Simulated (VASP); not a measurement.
Wanted: the native input for a VASP 6.6.1 run.

```yaml
Task: single point
Functional: PBEsol
Potentials_or_basis: VASP PAW PBE potentials, release 64 (Os)
Cutoff: 520 eV
k_mesh: 18 × 18 × 12
Occupations: gaussian, width 0.15 eV
Spin: no spin polarisation
Dipole_correction: no
Further_INCAR_settings: ALGO = Normal; EDIFF = 1e-07; NBANDS = 15
```

The structure of Os lies in POSCAR:

```
Os
1.0
    2.8434639745      0.0000000000      0.0000000000
   -1.4217319873      2.4625120367      0.0000000000
    0.0000000000      0.0000000000      3.9741240000
Os
2
Direct
    0.3333333333      0.6666666667      0.2500000000
    0.6666666667      0.3333333333      0.7500000000
```

This cell differs from its parent crystal: strain +0.040 along x and y, -0.080 along z.

These files were run (other wordings do the same):

INCAR

```
PREC = Accurate
ENCUT = 520
EDIFF = 1E-7
ISMEAR = 0
SIGMA = 0.15
LREAL = False
LASPH = True
NELM = 60
ALGO = Normal
ISIF = 2
LWAVE = False
LCHARG = True
GGA = PS
LELF = True
LVHAR = True
NBANDS = 15
```

KPOINTS

```
Automatic mesh
0
Gamma
  18 18 12
```

Potentials or basis: VASP PAW PBE potentials, release 64 (Os).

Launch:

```console
$ cat potpaw_PBE.64/Os/POTCAR > POTCAR
$ mpirun -np 1 vasp_std > vasp.out
```

Results of the run:

The pressure is 9.3 GPa and the band gap on the k mesh is zero (bands 8 and 9 overlap by 3.66 eV).

Caveat: the cell differs from its parent crystal (strain +0.040 along x and y, -0.080 along z); the stress differs along the axes, from -12 to 53 GPa; the PAW data sets were made with another functional, which shifts forces and pressure a little; spin-orbit coupling is left out, which moves the levels of the heavy elements.

Run time: 62 s on 1 thread of Oxide Virtual Turin-like Processor, on a shared host, peak memory 0.19 GiB.
